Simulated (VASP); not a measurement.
# In3As (Pm-3m) in VASP: further runs

In3As is run at these levels: PBEsol+D3(BJ); tasks: single point, relaxation of cell and atoms.

Program: VASP 6.6.1. These are calculated values, not measurements. Logs are shortened: lines on timing, memory, paths and dates and some standing lists are left out, and cuts for length are marked.

### Step 1. The cell of the first run

It takes space group Pm-3m (No. 221, cubic). Conventional cell: a = 4.502 Å, b = 4.502 Å, c = 4.502 Å, α = 90.00°, β = 90.00°, γ = 90.00°. In (site symmetry 4/mmm) has 8 In at 3.18 Å and 4 As at 3.18 Å within 4.2 Å. As (site symmetry m-3m) has 12 In at 3.18 Å within 4.2 Å.

### Step 2. Single point, PBEsol+D3(BJ)

Input file INCAR:

```
SYSTEM = In3As
PREC = Accurate ; ENCUT = 520
EDIFF = 1E-7 ; ISMEAR = 0
SIGMA = 0.1 ; LREAL = .False.
LASPH = .True. ; NELM = 100
ALGO = Fast ; ISIF = 2
LWAVE = .False. ; LCHARG = .False.
GGA = PS ; IVDW = 12
NBANDS = 30
```

Input file KPOINTS:

```
Automatic mesh
0
Gamma
  10 10 10
  0 0 0
```

Input file POSCAR:

```
In3As
1.0
    4.5024438172      0.0000000000      0.0000000000
    0.0000000000      4.5024438172      0.0000000000
    0.0000000000      0.0000000000      4.5024438172
In As
3 1
Direct
    0.0000000000      0.5000000000      0.5000000000
    0.5000000000      0.0000000000      0.5000000000
    0.5000000000      0.5000000000      0.0000000000
    0.0000000000      0.0000000000      0.0000000000
```

Potentials or basis: VASP PAW PBE potentials, release 64 (In_d, As).

Run with:

```bash
$ cat potpaw_PBE.64/In_d/POTCAR potpaw_PBE.64/As/POTCAR > POTCAR
$ mpirun -np 1 vasp_std > vasp.out
```

OUTCAR:

```text
SYSTEM = In3As
   PREC = Accurate
   ENCUT = 520
   EDIFF = 1E-7
   ISMEAR = 0
   LREAL = .False.
   LASPH = .True.
   NELM = 100
   ISIF = 2
   GGA = PS
   IVDW = 12
 IVDW          = 12

 ion  position               nearest neighbor table
   1  0.000  0.500  0.500-   2 3.18   3 3.18   4 3.18   3 3.18   4 3.18   2 3.18   4 3.18   4 3.18
                             2 3.18   3 3.18   3 3.18   2 3.18
   2  0.500  0.000  0.500-   1 3.18   3 3.18   4 3.18   3 3.18   4 3.18   1 3.18   3 3.18   3 3.18
                             1 3.18   4 3.18   4 3.18   1 3.18
   3  0.500  0.500  0.000-   1 3.18   2 3.18   4 3.18   1 3.18   2 3.18   2 3.18   4 3.18   2 3.18
                             1 3.18   4 3.18   1 3.18   4 3.18
   4  0.000  0.000  0.000-   1 3.18   2 3.18   3 3.18   1 3.18   2 3.18   1 3.18   3 3.18   1 3.18
                             2 3.18   3 3.18   2 3.18   3 3.18

  LATTYP: Found a simple cubic cell.
 ALAT       =     4.5024438172

  Lattice vectors:

 A1 = (   4.5024438172,   0.0000000000,   0.0000000000)
 A2 = (   0.0000000000,   4.5024438172,   0.0000000000)
 A3 = (   0.0000000000,   0.0000000000,   4.5024438172)

Analysis of symmetry for initial positions (statically):
=====================================================================
 Subroutine PRICEL returns:
 Original cell was already a primitive cell.

 Routine SETGRP: Setting up the symmetry group for a
 simple cubic supercell.

 Subroutine GETGRP returns: Found 48 space group operations
 (whereof 48 operations were pure point group operations)
 out of a pool of 48 trial point group operations.

The static configuration has the point symmetry O_h .

Analysis of symmetry for dynamics (positions and initial velocities):
=====================================================================
 Subroutine PRICEL returns:
 Original cell was already a primitive cell.

 Routine SETGRP: Setting up the symmetry group for a
 simple cubic supercell.

 Subroutine GETGRP returns: Found 48 space group operations
 (whereof 48 operations were pure point group operations)
 out of a pool of 48 trial point group operations.

The dynamic configuration has the point symmetry O_h .

 Subroutine INISYM returns: Found 48 space group operations
 (whereof 48 operations are pure point group operations),
 and found     1 'primitive' translations

----------------------------------------------------------------------------------------

                                     Primitive cell

  volume of cell :      91.2735

  direct lattice vectors                    reciprocal lattice vectors
     4.502443817  0.000000000  0.000000000     0.222101605  0.000000000  0.000000000
     0.000000000  4.502443817  0.000000000     0.000000000  0.222101605  0.000000000
     0.000000000  0.000000000  4.502443817     0.000000000  0.000000000  0.222101605

  length of vectors
     4.502443817  4.502443817  4.502443817     0.222101605  0.222101605  0.222101605

  position of ions in fractional coordinates (direct lattice)
     0.000000000  0.500000000  0.500000000
     0.500000000  0.000000000  0.500000000
     0.500000000  0.500000000  0.000000000
     0.000000000  0.000000000  0.000000000

  ion indices of the primitive-cell ions
   primitive index   ion index
                 1           1
                 2           2
                 3           3
                 4           4

----------------------------------------------------------------------------------------

 KPOINTS: Automatic mesh

Automatic generation of k-mesh.
 Grid dimensions read from file:
 generate k-points for:   10   10   10

 Generating k-lattice:

  Cartesian coordinates                     Fractional coordinates (reciprocal lattice)
     0.022210161  0.000000000  0.000000000     0.100000000  0.000000000  0.000000000
     0.000000000  0.022210161  0.000000000     0.000000000  0.100000000  0.000000000
     0.000000000  0.000000000  0.022210161     0.000000000  0.000000000  0.100000000

  Length of vectors
     0.022210161  0.022210161  0.022210161

  Shift w.r.t. Gamma in fractional coordinates (k-lattice)
     0.000000000  0.000000000  0.000000000

 Subroutine IBZKPT returns following result:
 ===========================================

 Found     56 irreducible k-points:

 Following reciprocal coordinates:
            Coordinates               Weight
  0.000000  0.000000  0.000000      1.000000
  0.100000  0.000000  0.000000      6.000000
  0.200000  0.000000  0.000000      6.000000
  0.300000  0.000000  0.000000      6.000000
  0.400000  0.000000  0.000000      6.000000
  0.500000  0.000000  0.000000      3.000000
[... 16 lines left out ...]
  0.200000  0.100000  0.100000     24.000000
  0.300000  0.100000  0.100000     24.000000
 [... further k-points ...]
   k-points           NKPTS =     56   k-points in BZ     NKDIM =     56   number of bands    NBANDS=     30
   number of dos      NEDOS =    301   number of ions     NIONS =      4
   total plane-waves  NPLWV =  46656
   dimension x,y,z NGX =    36 NGY =   36 NGZ =   36
   dimension x,y,z NGXF=    72 NGYF=   72 NGZF=   72
   ions per type =               3   1
   NGX,Y,Z   is equivalent  to a cutoff of  13.29, 13.29, 13.29 a.u.
   NGXF,Y,Z  is equivalent  to a cutoff of  26.58, 26.58, 26.58 a.u.
 SYSTEM =  In3As
   PREC   = accura    normal or accurate (medium, high low for compatibility)
   ISTART =      0    job   : 0-new  1-cont  2-samecut
   ICHARG =      2    charge: 1-file 2-atom 10-const
   ISPIN  =      1    spin polarized calculation?
   LNONCOLLINEAR =      F non collinear calculations
   LSORBIT =      F    spin-orbit coupling
   LASPH  =      T    aspherical Exc in radial PAW
   ENCUT  =  520.0 eV  38.22 Ry    6.18 a.u.   8.37  8.37  8.37*2*pi/ulx,y,z
   NELM   =    100;   NELMIN=  2; NELMDL= -5     # of ELM steps
   EDIFF  = 0.1E-06   stopping-criterion for ELM
   LREAL  =      F    real-space projection
   EDIFFG = 0.1E-05   stopping-criterion for IOM
   NSW    =      0    number of steps for IOM
   IBRION =     -1    ionic relax: 0-MD 1-quasi-New 2-CG
   NFREE  =      0    steps in history (QN), initial steepest desc. (CG)
   ISIF   =      2    stress and relaxation
   ISYM   =      2    0-nonsym 1-usesym 2-fastsym
   POTIM  = 0.5000    time-step for ionic-motion
   TEBEG  =    0.0;   TEEND  =   0.0 temperature during run
   PSTRESS=    0.0 pullay stress
   NELECT =      44.0000    total number of electrons
   NUPDOWN=      -1.0000    fix difference up-down
   EMIN   =  10.00;   EMAX   =-10.00  energy-range for DOS
   EFERMI =   0.00;   METHOD = LEGACY
   ISMEAR =     0;   SIGMA  =   0.10  broadening in eV -4-tet -1-fermi 0-gaus
   EFERMI_NEDOS =   21; number of points for ismear=-14 and -15
   IALGO  =     68    algorithm
   IMIX   =      4    mixing-type and parameters
     AMIX     =   0.40;   BMIX     =  1.00
     AMIX_MAG =   1.60;   BMIX_MAG =  1.00
  volume/ion in A,a.u.               =      22.82       153.99
  Fermi-wavevector in a.u.,A,eV,Ry     =   1.283642  2.425733 22.418837  1.647738
  Thomas-Fermi vector in A             =   2.415883
   LORBIT       =      0    0 simple, 1 ext, 2 COOP (PROOUT), +10 PAW based schemes
   GGA     = PS    functional components
   LHFCALC =     F    Hartree Fock is set to
   AEXX    =    0.0000 exact exchange contribution
   IVDW    =    12    specifies the selected vdW correction
   LEPSILON=     F    determine dielectric tensor
   LRPA    =     F    only Hartree local field effects (RPA)
 non-spin polarized calculation
 RMM-DIIS sequential band-by-band and
 Gauss-broadening in eV      SIGMA  =   0.10
  energy-cutoff  :      520.00
  volume of cell :       91.27
 maximum number of plane-waves:      2517
 NGX is ok and might be reduce to    36
   NGX = 17   NGY = 17   NGZ = 17

 number of electron      44.0000041 magnetization

 Free energy of the ion-electron system (eV)
  ---------------------------------------------------
  ext. energy  EPLUGINS =         0.00000000
  ---------------------------------------------------
  free energy    TOTEN  =       -13.71263855 eV

  energy without entropy =      -13.69926165  energy(sigma->0) =      -13.70595010

 E-fermi :   7.8104     XC(G=0): -10.8142

 val. band max:        7.8073733777   @ k =   0.2000   0.1000   0.0000
 cond. band min:       7.8315149091   @ k =   0.3000   0.2000   0.2000
 fundamental gap:      0.0241415314
 Fermi energy:         7.8103601166

 k-point     1 :       0.0000    0.0000    0.0000
  band No.  band energies     occupation
      1      -7.0573      2.00000
      2      -7.0195      2.00000
      3      -7.0195      2.00000
      4      -7.0195      2.00000
      5      -6.8088      2.00000
      6      -6.8088      2.00000
[... 22 lines left out ...]
     29      14.1423      0.00000
     30      15.2860      0.00000

 k-point     2 :       0.1000    0.0000    0.0000
  band No.  band energies     occupation
      1      -7.0432      2.00000
      2      -7.0165      2.00000
      3      -7.0050      2.00000
      4      -7.0050      2.00000
      5      -6.8065      2.00000
      6      -6.7981      2.00000
[... 22 lines left out ...]
     29      14.4693      0.00000
     30      15.3367      0.00000

 k-point     3 :       0.2000    0.0000    0.0000
  band No.  band energies     occupation
      1      -7.0085      2.00000
      2      -7.0035      2.00000
      3      -6.9625      2.00000
      4      -6.9625      2.00000
      5      -6.8002      2.00000
      6      -6.7677      2.00000
[... 22 lines left out ...]
     29      15.0732      0.00000
     30      15.4484      0.00000

 k-point     4 :       0.3000    0.0000    0.0000
  band No.  band energies     occupation
      1      -6.9982      2.00000
      2      -6.9457      2.00000
      3      -6.8955      2.00000
      4      -6.8955      2.00000
      5      -6.7908      2.00000
      6      -6.7232      2.00000
[... 22 lines left out ...]
     29      15.5882      0.00000
     30      15.6401      0.00000

 k-point     5 :       0.4000    0.0000    0.0000
  band No.  band energies     occupation
      1      -6.9895      2.00000
      2      -6.8870      2.00000
      3      -6.8111      2.00000
      4      -6.8111      2.00000
      5      -6.7770      2.00000
      6      -6.6760      2.00000
[... 22 lines left out ...]
     29      14.9303      0.00000
     30      14.9472      0.00000
[... 526 lines left out ...]
     29      14.2107      0.00000
     30      16.1369      0.00000

 k-point    22 :       0.1000    0.1000    0.1000
  band No.  band energies     occupation
      1      -7.0226      2.00000
      2      -6.9927      2.00000
      3      -6.9841      2.00000
      4      -6.9841      2.00000
      5      -6.7887      2.00000
      6      -6.7887      2.00000
[... 22 lines left out ...]
     29      14.6953      0.00000
     30      15.6139      0.00000

 k-point    23 :       0.2000    0.1000    0.1000
  band No.  band energies     occupation
      1      -6.9994      2.00000
      2      -6.9732      2.00000
      3      -6.9475      2.00000
      4      -6.9425      2.00000
      5      -6.7821      2.00000
      6      -6.7569      2.00000
[... 22 lines left out ...]
     29      14.7401      0.00000
     30      15.2466      0.00000

 k-point    24 :       0.3000    0.1000    0.1000
  band No.  band energies     occupation
      1      -6.9789      2.00000
      2      -6.9331      2.00000
      3      -6.8888      2.00000
      4      -6.8768      2.00000
      5      -6.7736      2.00000
      6      -6.7113      2.00000
[... 22 lines left out ...]
     29      13.7335      0.00000
     30      15.7037      0.00000

 [... further k-points ...]

------------------------ aborting loop because EDIFF is reached ----------------------------------------

 Edisp (eV)   -1.58646

 E8    (eV) :    -1.1204

  FORCE on cell =-STRESS in cart. coord.  units (eV):
  Direction    XX          YY          ZZ          XY          YZ          ZX
  --------------------------------------------------------------------------------------
  -------------------------------------------------------------------------------------
  Total       0.00189     0.00189     0.00189     0.00000     0.00000    -0.00000
  in kB       0.03311     0.03311     0.03311     0.00000     0.00000    -0.00000
  external pressure =        0.03 kB  Pullay stress =        0.00 kB

 VOLUME and BASIS-vectors are now :
 -----------------------------------------------------------------------------
  energy-cutoff  :      520.00
  volume of cell :       91.27
      direct lattice vectors                 reciprocal lattice vectors
     4.502443817  0.000000000  0.000000000     0.222101605  0.000000000  0.000000000
     0.000000000  4.502443817  0.000000000     0.000000000  0.222101605  0.000000000
     0.000000000  0.000000000  4.502443817     0.000000000  0.000000000  0.222101605

 POSITION                                       TOTAL-FORCE (eV/Angst)
 -----------------------------------------------------------------------------------
      0.00000      2.25122      2.25122         0.000000      0.000000      0.000000
      2.25122      0.00000      2.25122         0.000000      0.000000      0.000000
      2.25122      2.25122      0.00000         0.000000      0.000000      0.000000
      0.00000      0.00000      0.00000         0.000000      0.000000      0.000000
 -----------------------------------------------------------------------------------
    total drift:                                0.000000      0.000000      0.000000

  FREE ENERGIE OF THE ION-ELECTRON SYSTEM (eV)
  ---------------------------------------------------
  free  energy   TOTEN  =       -15.2990992110 eV

  energy  without entropy=      -15.2857223147  energy(sigma->0) =      -15.29241076
```

Wall time 99 s (1 thread of Intel Xeon 6975P-C (Granite Rapids), shared host); peak memory 0.29 GiB.

Results:

```
Free energy                : -15.2991 eV
Pressure                   : 0.0 GPa
Band gap on the k mesh     : zero (band 22 reaches 8.44 eV, above the bottom of band 23 at 3.90 eV)
Dispersion energy per atom : -0.397 eV
```

Caveat: the PAW data sets were made with another functional, which shifts forces and pressure a little; spin-orbit coupling is left out, which moves the levels of the heavy elements; pairwise dispersion overbinds metals, which lowers pressure and volume.

[end of part 1 of 3]
